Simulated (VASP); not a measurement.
# Al12As in VASP: further runs

The runs below take Al12As through single point, with PBEsol.

Program: VASP 6.6.1. These are calculated values, not measurements. Logs are shortened: lines on timing, memory, paths and dates and some standing lists are left out, and cuts for length are marked.

## Step 1: The cell of the first run

The cell holds a slab with vacuum, 13 atoms: a = 5.728 Å, b = 5.728 Å, c = 17.677 Å, α = 90.00°, β = 90.00°, γ = 60.00°.

## Step 2: Single point, PBEsol

Contents of INCAR:

```
  PREC = Accurate
  ENCUT = 520
  EDIFF = 1E-6
  ISMEAR = -1
  SIGMA = 0.1
  LREAL = False
  LASPH = True
  NELM = 80
  ALGO = Normal
  ISIF = 2
  LWAVE = False
  LCHARG = False
  GGA = PS
  NBANDS = 32
```

Contents of KPOINTS:

```
Automatic mesh
0
Gamma
  3 3 1
```

Contents of POSCAR:

```
Al12As
1.0
    5.7275650000      0.0000000000      0.0000000000
    2.8637820000      4.9602170000      0.0000000000
    0.0000000000      0.0000000000     17.6765370000
Al As
12 1
Direct
    0.1666684945      0.1666660955      0.0565721668
    0.6666715499      0.1666660955      0.0565721668
    0.1666709227      0.6666643818      0.0565721668
    0.6666739781      0.6666643818      0.0565721668
   -0.3043597255      0.4074821727      0.1948062565
    0.1244810965      0.4736486327      0.1924132538
   -0.3007991404      0.8789938021      0.1801427508
    0.1919987005      0.9693527521      0.1870106119
   -0.4143031235      0.1879151658      0.3157858352
    0.0831196210      0.1507192125      0.3302965960
   -0.4146759112      0.6783977395      0.3218673431
    0.0629746967      0.7011386800      0.3350995730
   -0.1174872352      0.5121953334      0.4292809163
```

Potentials or basis: VASP PAW PBE potentials, release 64 (Al, As).

Started as:

```sh
$ cat potpaw_PBE.64/Al/POTCAR potpaw_PBE.64/As/POTCAR > POTCAR
$ mpirun -np 1 vasp_std > vasp.out
```

OUTCAR:

```text
PREC = Accurate
   ENCUT = 520
   EDIFF = 1E-6
   ISMEAR = -1
   LREAL = False
   LASPH = True
   NELM = 80
   ISIF = 2
   GGA = PS

 ion  position               nearest neighbor table
   1  0.167  0.167  0.057-   8 2.54   4 2.86   2 2.86   3 2.86   3 2.86   2 2.86   4 2.86   6 2.91

   2  0.667  0.167  0.057-   7 2.69   5 2.85   1 2.86   3 2.86   4 2.86   4 2.86   3 2.86   1 2.86

   3  0.167  0.667  0.057-   6 2.70   4 2.86   2 2.86   1 2.86   1 2.86   2 2.86   4 2.86   8 2.93
                             7 3.19
   4  0.667  0.667  0.057-   7 2.55   5 2.82   1 2.86   3 2.86   2 2.86   2 2.86   3 2.86   1 2.86
                             6 3.31   8 3.32
   5  0.696  0.407  0.195-  11 2.62   6 2.67   8 2.70   9 2.71   7 2.72   4 2.82   2 2.85   7 3.03
                             8 3.07  10 3.09   6 3.10
   6  0.124  0.474  0.192-   7 2.39   5 2.67   3 2.70   8 2.72  12 2.78   1 2.91   8 3.05   5 3.10
                            10 3.14   9 3.18   4 3.31   7 3.36
   7  0.699  0.879  0.180-   6 2.39   4 2.55   2 2.69   8 2.69   5 2.72   9 2.86  11 2.96   5 3.03
                             8 3.12   3 3.19  12 3.28   6 3.36
   8  0.192  0.969  0.187-   1 2.54   7 2.69  10 2.69   5 2.70   6 2.72   3 2.93   6 3.05   5 3.07
                             7 3.12  11 3.13  12 3.30   4 3.32
   9  0.586  0.188  0.316-   5 2.71  10 2.76  12 2.78  11 2.81   7 2.86  11 2.92  12 2.99  10 3.00
                             6 3.18
  10  0.083  0.151  0.330-  13 2.51  12 2.64   8 2.69   9 2.76  11 2.80  11 2.94   9 3.00   5 3.09
                            12 3.10   6 3.14
  11  0.585  0.678  0.322-  13 2.41   5 2.62  10 2.80   9 2.81  12 2.81   9 2.92  12 2.94  10 2.94
                             7 2.96   8 3.13
  12  0.063  0.701  0.335-  13 2.48  10 2.64   6 2.78   9 2.78  11 2.81  11 2.94   9 2.99  10 3.10
                             7 3.28   8 3.30
  13  0.883  0.512  0.429-  11 2.41  12 2.48  10 2.51

  LATTYP: Found a hexagonal cell.
 ALAT       =     5.7275649303
 C/A-ratio  =     3.0862220185

  Lattice vectors:

 A1 = (  -2.8637820000,  -4.9602170000,   0.0000000000)
 A2 = (   5.7275650000,   0.0000000000,   0.0000000000)
 A3 = (   0.0000000000,   0.0000000000,  17.6765370000)

Analysis of symmetry for initial positions (statically):
=====================================================================
 Subroutine PRICEL returns:
 Original cell was already a primitive cell.

 Routine SETGRP: Setting up the symmetry group for a
 hexagonal supercell.

 Subroutine GETGRP returns: Found  1 space group operations
 (whereof  1 operations were pure point group operations)
 out of a pool of 24 trial point group operations.

The static configuration has the point symmetry C_1 .

Analysis of symmetry for dynamics (positions and initial velocities):
=====================================================================
[... 132 lines left out ...]
     AMIX_MAG =   1.60;   BMIX_MAG =  1.00
  volume/ion in A,a.u.               =      38.63       260.69
  Fermi-wavevector in a.u.,A,eV,Ry     =   0.710199  1.342082  6.862545  0.504383
  Thomas-Fermi vector in A             =   1.796983
   LORBIT       =      0    0 simple, 1 ext, 2 COOP (PROOUT), +10 PAW based schemes
   GGA     = PS    functional components
   LHFCALC =     F    Hartree Fock is set to
   AEXX    =    0.0000 exact exchange contribution
   IVDW    =     0    specifies the selected vdW correction
   LEPSILON=     F    determine dielectric tensor
   LRPA    =     F    only Hartree local field effects (RPA)
 non-spin polarized calculation
  energy-cutoff  :      520.00
  volume of cell :      502.19
 maximum number of plane-waves:     13577
 NGX is ok and might be reduce to    42
   NGX = 21   NGY = 21   NGZ = 65

 number of electron      41.0000000 magnetization

 Free energy of the ion-electron system (eV)
  ---------------------------------------------------
  ext. energy  EPLUGINS =         0.00000000
  ---------------------------------------------------
  free energy    TOTEN  =       -50.36180499 eV

  energy without entropy =      -50.12575449  energy(sigma->0) =      -50.24377974

 E-fermi :   0.9627     XC(G=0):  -5.4889

 val. band max:        0.9600029688   @ k =   0.0000   0.3333   0.0000
 cond. band min:       1.0500397853   @ k =  -0.3333   0.3333   0.0000
 fundamental gap:      0.0900368164
 Fermi energy:         0.9626916272

 k-point     1 :       0.0000    0.0000    0.0000
  band No.  band energies     occupation
      1     -10.3562      2.00000
      2      -9.2490      2.00000
      3      -7.3883      2.00000
      4      -5.0629      2.00000
      5      -4.1594      2.00000
      6      -3.7755      2.00000
[... 164 lines left out ...]
     31       4.3050      0.00000
     32       4.4856      0.00000

------------------------ aborting loop because EDIFF is reached ----------------------------------------

  FORCE on cell =-STRESS in cart. coord.  units (eV):
  Direction    XX          YY          ZZ          XY          YZ          ZX
  --------------------------------------------------------------------------------------
  -------------------------------------------------------------------------------------
  Total        0.1463181     -0.5509801      0.2881607     -1.6108886     -0.7250100     -0.5124020
  in kB        0.4668105     -1.7578369      0.9193426     -5.1393501     -2.3130587     -1.6347582
  external PRESSURE =      -0.1238946 kB  Pullay stress =       0.0000000 kB

 VOLUME and BASIS-vectors are now :
 -----------------------------------------------------------------------------
  energy-cutoff  :      520.00
  volume of cell :      502.19
      direct lattice vectors                 reciprocal lattice vectors
     5.727565000  0.000000000  0.000000000     0.174594265 -0.100802024  0.000000000
     2.863782000  4.960217000  0.000000000     0.000000000  0.201604083  0.000000000
     0.000000000  0.000000000 17.676537000     0.000000000  0.000000000  0.056572167

 POSITION                                       TOTAL-FORCE (eV/Angst)
 -----------------------------------------------------------------------------------
      1.43190      0.82670      1.00000         0.123507      0.407897     -0.390162
      4.29570      0.82670      1.00000         0.264639      0.150529     -0.115191
      2.86380      3.30680      1.00000        -0.051113      0.115970      0.131220
      5.72760      3.30680      1.00000        -0.176605     -0.293472     -0.334840
      5.15127      2.02120      3.44350        -0.866472     -0.168159     -0.556274
      2.06940      2.34940      3.40120         1.751847     -1.610554      0.242752
      6.52196      4.36000      3.18430        -0.210715      1.842185      0.881231
      3.87570      4.80820      3.30570        -0.438497     -0.980402      0.429901
      3.89276      0.93210      5.58200        -0.684008      0.207058      0.018746
      0.90770      0.74760      5.83850         0.442982      0.252828      0.105658
      5.29526      3.36500      5.68950        -0.899854      0.751988     -0.019576
      2.36860      3.47780      5.92340         0.493984     -0.326687     -0.151980
      6.52146      2.54060      7.58820         0.250307     -0.349182     -0.241485
 -----------------------------------------------------------------------------------
    total drift:                                0.000052     -0.000136     -0.000054

  FREE ENERGIE OF THE ION-ELECTRON SYSTEM (eV)
  ---------------------------------------------------
  free  energy   TOTEN  =       -50.3618049886 eV

  energy  without entropy=      -50.1257544942  energy(sigma->0) =      -50.24377974
```

stdout:

```text
POSCAR found type information on POSCAR AlAs
 POSCAR found :  2 types and      13 ions
 scaLAPACK will be used
 -----------------------------------------------------------------------------
|                                                                             |
|                                                                             |
|     You enforced a specific xc type in the INCAR file but a different       |
|     I HOPE YOU KNOW WHAT YOU ARE DOING!                                     |
|                                                                             |
 -----------------------------------------------------------------------------

 LDA part: xc-table for (Slater+PW92), standard interpolation
 POSCAR, INCAR and KPOINTS ok, starting setup
 FFT: planning ... GRIDC
 FFT: planning ... GRID_SOFT
 FFT: planning ... GRID
 WAVECAR not read
 entering main loop
```

Wall time 2.1 min (1 thread of Intel Xeon Platinum 8488C (Sapphire Rapids), shared host); peak memory 0.65 GiB.

Results:

* Free energy: -50.3618 eV
* Largest force: 2.392 eV/Å
* Band gap on the k mesh: zero (an odd number of electrons rules out a gap without spin polarisation)

Forces on the atoms (eV/Å):
```
Al   0.124  0.408 -0.390
Al   0.265  0.151 -0.115
Al  -0.051  0.116  0.131
Al  -0.177 -0.293 -0.335
Al  -0.866 -0.168 -0.556
Al   1.752 -1.611  0.243
Al  -0.211  1.842  0.881
Al  -0.438 -0.980  0.430
Al  -0.684  0.207  0.019
Al   0.443  0.253  0.106
Al  -0.900  0.752 -0.020
Al   0.494 -0.327 -0.152
As   0.250 -0.349 -0.241
```

Caveat: the k points lie up to 0.42 Å⁻¹ apart, too coarse for converged energies and pressures of a metal; the atoms stand as in a frame of molecular dynamics; there is no dipole correction, which matters where the two faces differ; the PAW data sets were made with another functional, which shifts forces and pressure a little.

## Step 3: Single point, PBEsol

Contents of INCAR:

```
ALGO = Normal ; EDIFF = 1E-7
ENCUT = 520 ; GGA = PS
ISIF = 2 ; ISMEAR = -1
LASPH = True ; LCHARG = False
LREAL = False ; LWAVE = False
NBANDS = 32 ; NELM = 100
PREC = Accurate ; SIGMA = 0.1
```

Contents of KPOINTS:

```
k-points
0
Gamma
  3 3 1
```

Contents of POSCAR:

```
Al12As
1.0
    5.7275650000      0.0000000000      0.0000000000
    2.8637820000      4.9602170000      0.0000000000
    0.0000000000      0.0000000000     17.6765370000
Al As
12 1
Direct
    0.1666684945      0.1666660955      0.0565721668
    0.6666715499      0.1666660955      0.0565721668
    0.1666709227      0.6666643818      0.0565721668
    0.6666739781      0.6666643818      0.0565721668
   -0.4886137600      0.5037279619      0.1640536266
    0.0192814235      0.4316545022      0.1975273777
   -0.5632796644      1.0084639442      0.1902861403
   -0.0444341511      0.9420757197      0.1837067973
   -0.7834770434      0.4504238423      0.3229308999
   -0.3051067333      0.4155060152      0.3302117377
   -0.7654593820      0.9509866201      0.3231119308
   -0.3468539832      0.9921944947      0.3289558356
   -0.1278606842      0.6425525335      0.4267917409
```

Potentials or basis: VASP PAW PBE potentials, release 64 (Al, As).

Started as:

```sh
$ cat potpaw_PBE.64/Al/POTCAR potpaw_PBE.64/As/POTCAR > POTCAR
$ mpirun -np 1 vasp_std > vasp.out
```

Wall time 2.4 min (1 thread of Intel Xeon Platinum 8488C (Sapphire Rapids), shared host); peak memory 0.64 GiB.

It converged, with:

| Property | Result |
| --- | --- |
| Free energy | -50.2300 eV |
| Largest force | 2.444 eV/Å |
| Band gap on the k mesh | zero (an odd number of electrons rules out a gap without spin polarisation) |

Forces in eV/Å, atoms in the order of the input:
```
Al  -0.231  0.174 -0.119
Al  -0.100 -0.458 -0.698
Al  -0.464  0.010 -0.590
Al   0.801  0.393 -0.547
Al  -0.337 -0.297  2.402
Al  -1.346  1.209 -0.768
Al   1.064 -1.340 -0.142
Al   0.299  0.304  0.882
Al  -0.058  0.709  0.730
Al   1.008  0.610 -0.040
Al  -1.294 -0.136 -0.207
Al   1.059 -0.958  0.038
As  -0.402 -0.219 -0.941
```

Levels at points of the mesh, in eV from the Fermi level:
```
           k point  band 16  band 17  band 18  band 19  band 20  band 21  band 22  band 23  band 24  band 25
(0.00, 0.00, 0.00)    -2.79    -2.68    -1.74    -1.46    -1.03    -0.59    -0.51    -0.35     0.47     0.77
```

Caveat: the k points lie up to 0.42 Å⁻¹ apart, too coarse for converged energies and pressures of a metal; the atoms stand as in a frame of molecular dynamics; there is no dipole correction, which matters where the two faces differ; the PAW data sets were made with another functional, which shifts forces and pressure a little.

The gap in the log of VASP goes by the Fermi energy; the results here count the filled bands.